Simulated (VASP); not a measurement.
A run of VASP 6.6.1:

The input INCAR:

```
SYSTEM = PtSe2
ALGO = Normal
EDIFF = 1E-6
ENCUT = 520
GGA = PS
ISIF = 2
ISMEAR = -1
IVDW = 13
LASPH = .TRUE.
LCHARG = .FALSE.
LREAL = .FALSE.
LWAVE = .FALSE.
NBANDS = 18
NELM = 100
PREC = Accurate
SIGMA = 0.05
```

The input KPOINTS:

```
k-points
0
G
  8 8 5
  0 0 0
```

The input POSCAR:

```
PtSe2
1.0
    3.7970381507      0.0000000000      0.0000000000
   -1.8985190754      3.2883314977      0.0000000000
    0.0000000000      0.0000000000      5.1612801071
Pt Se
1 2
Direct
    0.0000000000      0.0000000000      0.0000000000
    0.6666666667      0.3333333333      0.7500000000
    0.3333333333      0.6666666667      0.2500000000
```

Potentials or basis: VASP PAW PBE potentials, release 64 (Pt, Se).

Launch:

```bash
$ cat potpaw_PBE.64/Pt/POTCAR potpaw_PBE.64/Se/POTCAR > POTCAR
$ mpirun -np 1 vasp_std > vasp.out
```

Hardware: 1 thread of Intel(R) Xeon(R) 6975P-C (Granite Rapids), on a shared host.

How long does it take, and how much memory?

It took 15 s on 1 thread of Intel(R) Xeon(R) 6975P-C (Granite Rapids), on a shared host, peak memory 0.2 GiB. Counts: scf iterations 12, k points 40.
